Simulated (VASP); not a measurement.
Ga, 2 atoms in the cell. The structure is cubic, space group Fd-3m (No. 227). Conventional cell: a = 5.959 Å, b = 5.959 Å, c = 5.959 Å, α = 90.00°, β = 90.00°, γ = 90.00°. Within 3.4 Å of Ga (site symmetry -43m) lie 4 Ga at 2.58 Å. 

| Property | Result |
| --- | --- |
| Program | VASP 6.6.1 |
| Task | relaxation of cell and atoms |
| Functional | LDA |
| Potentials or basis | VASP PAW LDA potentials, release 64 (Ga_d) |
| Cutoff | 600 eV |
| k mesh | 9 × 9 × 9 |
| Occupations | fermi-dirac, width 0.1 eV |
| Spin | no spin polarisation |
| Dipole correction | no |
| Further INCAR settings | ALGO = Normal; EDIFF = 1e-06; IBRION = 2; EDIFFG = -0.01; NSW = 80; ISIF = 3 |

Potentials or basis: VASP PAW LDA potentials, release 64 (Ga_d).

The run is started by

```bash
$ cat potpaw_LDA.64/Ga_d/POTCAR > POTCAR
$ mpirun -np 1 vasp_std > vasp.out
```

Hardware: 1 thread of Intel(R) Xeon(R) Platinum 8488C (Sapphire Rapids), with other jobs on the host.

Problem. How long does it take, and how much memory?

Solution. Wall time 62 s on 1 thread of Intel(R) Xeon(R) Platinum 8488C (Sapphire Rapids), with other jobs on the host, peak memory 0.19 GiB. Counts: scf iterations 30, k points 35, ion steps 4.
